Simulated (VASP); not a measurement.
# InP3 (R-3m) in VASP: a series of runs, part 2 of 2

VASP 6.6.1. Earlier steps stand in the parts before.

## Step 4: Single point, PBEsol (strain +0.080 along x and y, -0.040 along z)

Input file INCAR:

```
SYSTEM = InP3
PREC = Accurate
ENCUT = 520
EDIFF = 1E-7
ISMEAR = 0
SIGMA = 0.15
LREAL = .FALSE.
LASPH = .TRUE.
NELM = 60
ALGO = Normal
ISIF = 2
LWAVE = .FALSE.
LCHARG = .TRUE.
GGA = PS
LELF = .TRUE.
LVHAR = .TRUE.
NBANDS = 38
```

Input file KPOINTS:

```
Automatic mesh
0
G
  6 6 6
  0 0 0
```

Input file POSCAR:

```
InP3
1.0
    4.0121857222      2.3164365067      3.1482012300
   -4.0121857222      2.3164365067      3.1482012300
    0.0000000000     -4.6328730135      3.1482012299
In P
2 6
Direct
    0.2732789115      0.2732789115      0.2732789115
    0.7267210885      0.7267210885      0.7267210885
    0.7947108827      0.2411926280      0.7947108827
    0.7947108827      0.7947108827      0.2411926280
    0.2411926280      0.7947108827      0.7947108827
    0.2052891173      0.7588073720      0.2052891173
    0.7588073720      0.2052891173      0.2052891173
    0.2052891173      0.2052891173      0.7588073720
```

Started as:

```bash
$ cat potpaw_PBE.64/In_d/POTCAR potpaw_PBE.64/P/POTCAR > POTCAR
$ mpirun -np 1 vasp_std > vasp.out
```

Run time: 2.2 min. Hardware: 1 thread of AMD EPYC 9R45 (Zen 5), shared host; peak memory 0.33 GiB.

It converged, with:

- Free energy: -40.3534 eV
- Pressure: -8.7 GPa
- Largest force: 0.806 eV/Å
- Band gap on the k mesh: zero (bands 28 and 29 overlap by 0.94 eV)

Forces on the atoms (eV/Å):
```
In   0.000  0.000 -0.108
In   0.000  0.000  0.108
P    0.641 -0.370  0.319
P    0.000  0.740  0.319
P   -0.641 -0.370  0.319
P   -0.641  0.370 -0.319
P    0.641  0.370 -0.319
P    0.000 -0.740 -0.319
```

Stress tensor (GPa, compression positive):
```
-11.69   0.00   0.00
  0.00 -11.69   0.00
  0.00   0.00  -2.64
```

Levels at points of the mesh, in eV from the Fermi level:
| k point | band 25 | band 26 | band 27 | band 28 | band 29 | band 30 | band 31 | band 32 |
| --- | --- | --- | --- | --- | --- | --- | --- | --- |
| (0.00, 0.00, 0.00) | -1.99 | -1.99 | -1.06 | -1.06 | -0.93 | 0.38 | 2.37 | 2.49 |
| (0.50, 0.00, 0.00) | -1.81 | -1.78 | -0.98 | -0.69 | 0.25 | 2.04 | 2.39 | 2.50 |
| (0.50, 0.50, 0.00) | -1.14 | -0.69 | -0.50 | -0.03 | 0.75 | 1.03 | 2.04 | 2.36 |
| (0.50, 0.50, 0.50) | -0.12 | -0.12 | -0.08 | -0.08 | 0.29 | 1.30 | 1.30 | 2.01 |

Caveat: the cell differs from its parent crystal (strain +0.080 along x and y, -0.040 along z); the cell stands under tension; the PAW data sets were made with another functional, which shifts forces and pressure a little; spin-orbit coupling is left out, which moves the levels of the heavy elements.

## Step 5: Single point, PBEsol (strain +0.040 along x and y, +0.040 along z)

Input file INCAR:

```
SYSTEM = InP3
  PREC = Accurate
  ENCUT = 520
  EDIFF = 1E-6
  ISMEAR = 0
  SIGMA = 0.15
  LREAL = .FALSE.
  LASPH = .TRUE.
  NELM = 100
  ALGO = Normal
  ISIF = 2
  LWAVE = .FALSE.
  LCHARG = .TRUE.
  GGA = PS
  LELF = .TRUE.
  LVHAR = .TRUE.
  NBANDS = 38
```

Input file KPOINTS:

```
regular mesh
0
G
  6 6 6
  0 0 0
```

POSCAR: that of step 4 with these lines changed.

```diff
@@ -2,5 +2,5 @@
 1.0
-    4.0121857222      2.3164365067      3.1482012300
-   -4.0121857222      2.3164365067      3.1482012300
-    0.0000000000     -4.6328730135      3.1482012299
+    3.8635862510      2.2306425620      3.4105513325
+   -3.8635862510      2.2306425620      3.4105513325
+    0.0000000000     -4.4612851241      3.4105513324
 In P
```

Potentials or basis: VASP PAW PBE potentials, release 64 (In_d, P).

Started as:

```bash
$ cat potpaw_PBE.64/In_d/POTCAR potpaw_PBE.64/P/POTCAR > POTCAR
$ mpirun -np 1 vasp_std > vasp.out
```

OUTCAR:

```text
SYSTEM = InP3
   PREC = Accurate
   ENCUT = 520
   EDIFF = 1E-6
   ISMEAR = 0
   LREAL = .FALSE.
   LASPH = .TRUE.
   NELM = 100
   ISIF = 2
   GGA = PS

 ion  position               nearest neighbor table
   1  0.273  0.273  0.273-   8 2.74   7 2.74   6 2.74   8 2.98   6 2.98   7 2.98
   2  0.727  0.727  0.727-   4 2.74   3 2.74   5 2.74   4 2.98   5 2.98   3 2.98
   3  0.795  0.241  0.795-   7 2.30   8 2.30   2 2.74   2 2.98
   4  0.795  0.795  0.241-   6 2.30   7 2.30   2 2.74   2 2.98
   5  0.241  0.795  0.795-   6 2.30   8 2.30   2 2.74   2 2.98
   6  0.205  0.759  0.205-   5 2.30   4 2.30   1 2.74   1 2.98
   7  0.759  0.205  0.205-   3 2.30   4 2.30   1 2.74   1 2.98
   8  0.205  0.205  0.759-   3 2.30   5 2.30   1 2.74   1 2.98

  LATTYP: Found a trigonal (rhomboedric) cell.
 ALAT       =     5.6155966157
 COS(alpha) =     0.0532846643

  Lattice vectors:

 A1 = (   3.8635862510,   2.2306425620,   3.4105513325)
 A2 = (  -3.8635862510,   2.2306425620,   3.4105513325)
 A3 = (   0.0000000000,  -4.4612851241,   3.4105513324)

Analysis of symmetry for initial positions (statically):
[... 193 lines left out ...]
 k-point     1 :       0.0000    0.0000    0.0000
  band No.  band energies     occupation
      1      -8.7513      2.00000
      2      -8.7513      2.00000
      3      -8.6771      2.00000
      4      -8.6771      2.00000
      5      -8.6232      2.00000
      6      -8.6115      2.00000
[... 973 lines left out ...]
     37       9.7970      0.00000
     38       9.8626      0.00000

 [... further k-points ...]

------------------------ aborting loop because EDIFF is reached ----------------------------------------

  FORCE on cell =-STRESS in cart. coord.  units (eV):
  Direction    XX          YY          ZZ          XY          YZ          ZX
  --------------------------------------------------------------------------------------
  -------------------------------------------------------------------------------------
  Total       -9.4180009     -9.4180009     -6.9015836     -0.0000000     -0.0000000      0.0000000
  in kB      -85.5604128    -85.5604128    -62.6993294     -0.0000000     -0.0000000      0.0000000
  external PRESSURE =     -77.9400517 kB  Pullay stress =       0.0000000 kB

 VOLUME and BASIS-vectors are now :
 -----------------------------------------------------------------------------
  energy-cutoff  :      520.00
  volume of cell :      176.36
      direct lattice vectors                 reciprocal lattice vectors
     3.863586251  2.230642562  3.410551332     0.129413443  0.074716886  0.097735909
    -3.863586251  2.230642562  3.410551332    -0.129413443  0.074716886  0.097735909
     0.000000000 -4.461285124  3.410551332     0.000000000 -0.149433773  0.097735909

 POSITION                                       TOTAL-FORCE (eV/Angst)
 -----------------------------------------------------------------------------------
      0.00000     -0.00000      2.79610        -0.000000     -0.000000      0.007780
      0.00000     -0.00000      7.43556        -0.000000      0.000000     -0.007780
      2.13857     -1.23470      6.24340         0.452515     -0.261260      0.681381
      0.00000      2.46940      6.24340        -0.000000      0.522519      0.681381
     -2.13857     -1.23470      6.24340        -0.452515     -0.261260      0.681381
     -2.13857      1.23470      3.98825        -0.452515      0.261260     -0.681381
      2.13857      1.23470      3.98825         0.452515      0.261260     -0.681381
      0.00000     -2.46940      3.98825        -0.000000     -0.522519     -0.681381
 -----------------------------------------------------------------------------------
    total drift:                               -0.000000      0.000000     -0.000000

  FREE ENERGIE OF THE ION-ELECTRON SYSTEM (eV)
  ---------------------------------------------------
  free  energy   TOTEN  =       -40.8203811017 eV

  energy  without entropy=      -40.8116801041  energy(sigma->0) =      -40.81603060
```

OSZICAR:

```text
N       E                     dE             d eps       ncg     rms          rms(c)
DAV:   1     0.454321545049E+03    0.45432E+03   -0.23981E+04  2432   0.151E+03
DAV:   2     0.221203864496E+02   -0.43220E+03   -0.41442E+03  2448   0.375E+02
DAV:   3    -0.380214306770E+02   -0.60142E+02   -0.58286E+02  3046   0.145E+02
DAV:   4    -0.412727069784E+02   -0.32513E+01   -0.32173E+01  3090   0.313E+01
DAV:   5    -0.414068613742E+02   -0.13415E+00   -0.13399E+00  3682   0.697E+00    0.102E+01
DAV:   6    -0.408847320957E+02    0.52213E+00   -0.10085E+00  3428   0.134E+01    0.589E+00
DAV:   7    -0.408273481687E+02    0.57384E-01   -0.44799E-01  3646   0.425E+00    0.137E+00
DAV:   8    -0.408202027005E+02    0.71455E-02   -0.66486E-02  3336   0.232E+00    0.777E-01
DAV:   9    -0.408203958265E+02   -0.19313E-03   -0.55721E-03  3524   0.532E-01    0.263E-01
DAV:  10    -0.408203575886E+02    0.38238E-04   -0.61655E-04  4058   0.218E-01    0.142E-01
DAV:  11    -0.408203826573E+02   -0.25069E-04   -0.97856E-05  3246   0.602E-02    0.796E-02
DAV:  12    -0.408203804291E+02    0.22282E-05   -0.14464E-05  2950   0.197E-02    0.216E-02
DAV:  13    -0.408203811017E+02   -0.67262E-06   -0.45226E-06  2710   0.112E-02
   1 F= -.40820381E+02 E0= -.40816031E+02  d E =-.870100E-02
```

stdout:

```text
POSCAR found type information on POSCAR InP
 POSCAR found :  2 types and       8 ions
 scaLAPACK will be used
 -----------------------------------------------------------------------------
|                                                                             |
|                                                                             |
|     You enforced a specific xc type in the INCAR file but a different       |
|     I HOPE YOU KNOW WHAT YOU ARE DOING!                                     |
|                                                                             |
 -----------------------------------------------------------------------------

 LDA part: xc-table for (Slater+PW92), standard interpolation
 POSCAR, INCAR and KPOINTS ok, starting setup
 FFT: planning ... GRIDC
 FFT: planning ... GRID_SOFT
 FFT: planning ... GRID
 WAVECAR not read
 entering main loop
```

Run time: 2 min. Hardware: 1 thread of AMD EPYC 9R45 (Zen 5), shared host; peak memory 0.32 GiB.

What came out:

| Property | Result |
| --- | --- |
| Free energy | -40.8204 eV |
| Pressure | -7.8 GPa |
| Largest force | 0.859 eV/Å |
| Band gap on the k mesh | zero (bands 28 and 29 overlap by 0.73 eV) |

Forces in eV/Å, atoms in the order of the input:
```
In   0.000  0.000  0.008
In   0.000  0.000 -0.008
P    0.453 -0.261  0.681
P    0.000  0.523  0.681
P   -0.453 -0.261  0.681
P   -0.453  0.261 -0.681
P    0.453  0.261 -0.681
P    0.000 -0.523 -0.681
```

Caveat: the cell differs from its parent crystal (strain +0.040 along x and y, +0.040 along z); the cell stands under tension; semilocal functionals underestimate gaps, so a narrow gap can read as zero; the PAW data sets were made with another functional, which shifts forces and pressure a little; spin-orbit coupling is left out, which moves the levels of the heavy elements.

## Step 6: Overview

```tsv
cell	gap on the mesh (eV)	pressure (GPa)	largest force (eV/Å)
a = 5.563 Å, angles 83.8°, 8 atoms	none	-4.5	0.80
a = 5.537 Å, angles 88.5°, 8 atoms	none	-6.2	0.58
a = 5.601 Å, angles 91.5°, 8 atoms	none	-8.7	0.81
a = 5.616 Å, angles 86.9°, 8 atoms	none	-7.8	0.86
```

Alike in all rows: task single point; level PBEsol; potentials or basis VASP PAW PBE potentials, release 64 (In_d, P); no spin polarisation; k mesh 6 × 6 × 6; cutoff (eV) 520; smearing gaussian 0.15 eV.

Caveats: the cell stands under tension; the PAW data sets were made with another functional, which shifts forces and pressure a little; spin-orbit coupling is left out, which moves the levels of the heavy elements; semilocal functionals underestimate gaps, so a narrow gap can read as zero (at least some runs).

Total energies depend on the potentials used, so only differences within one code and one set of settings carry meaning.
